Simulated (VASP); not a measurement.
Ru: single point with r2SCAN

Ru:

```
CELL_PARAMETERS angstrom
2.75887 0.00000 0.00000
-1.37943 2.38925 0.00000
0.00000 0.00000 4.36588
ATOMIC_POSITIONS crystal
Ru 0.66667 0.33333 0.75000
Ru 0.33333 0.66667 0.25000
```

```yaml
Program: VASP 6.6.1
Task: single point
Functional: r2SCAN
Potentials_or_basis: VASP PAW PBE potentials, release 64 (Ru_pv)
Cutoff: 520 eV
k_mesh: 11 × 11 × 6
Occupations: fermi-dirac, width 0.05 eV
Spin: no spin polarisation
Dipole_correction: no
Further_INCAR_settings: ALGO = Normal; EDIFF = 1e-06; NBANDS = 21
```

```yaml
Pressure: -17.5 GPa
Band_gap_on_the_k_mesh: zero (band 14 reaches 13.10 eV, above the bottom of band 15 at 10.18 eV)
```

Stress tensor (GPa, compression positive):
```
-16.89   0.00   0.00
  0.00 -16.89   0.00
  0.00   0.00 -18.76
```

Levels at points of the mesh, in eV from the Fermi level:
| k point | band 11 | band 12 | band 13 | band 14 | band 15 | band 16 | band 17 | band 18 |
| --- | --- | --- | --- | --- | --- | --- | --- | --- |
| (0.00, 0.00, 0.00) | -2.24 | -1.76 | -1.76 | -1.28 | -1.28 | 1.19 | 1.19 | 1.36 |
| (0.00, 0.00, 0.50) | -2.57 | -2.57 | -2.57 | -2.57 | 0.57 | 0.57 | 0.57 | 0.57 |

Run time: 71 s on 1 thread of Intel Xeon 6975P-C (shared host), peak memory 0.17 GiB.

Caveat: the PAW data sets were made with another functional, which shifts forces and pressure a little.
